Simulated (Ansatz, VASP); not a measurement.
# One calculation of RuC4, two programs

```xyz
5
Lattice="-3.4589 3.4589 1.2333 3.4589 -3.4589 1.2333 3.4589 3.4589 -1.2333" Properties=species:S:1:pos:R:3 pbc="T T T"
Ru    0.0000    0.0000    0.0000
C     1.9509    1.9507    1.2333
C     1.5080    1.5082    0.0000
C     1.9507   -1.9509    1.2333
C     1.5082    5.4098    0.0000
```

Change from the starting cell: species swapped into the TiAu4 type (I4/m, No. 87).

Alike in both runs: functional PBE; k mesh 6 × 6 × 6; occupations gaussian, width 0.1 eV; no spin polarisation.

Ansatz relaxed the structure, and its values are those at the end. VASP's run is a single point on that final structure, the one shown.

|  | VASP | Ansatz |
| --- | --- | --- |
| version | VASP 6.6.1 | Ansatz 0.2.0 |
| potentials or method | VASP PAW PBE potentials, release 64 (Ru_sv, C), cutoff 600 eV | scalar-relativistic, plane waves, PAW |
| valence electrons in the cell | 32 | 32 |

```tsv
	VASP	Ansatz	Ansatz less VASP
gap on the k mesh at the Fermi level (eV)	none	none	-
pressure (GPa)	0.0	0.1	+0.11
rms of the force components (eV/Å)	0.016	0.002	-0.0143
```

A gap of «none» marks a metal or a gap that the smearing closes.

The k mesh is coarse, so the values compare programs but aren't converged.
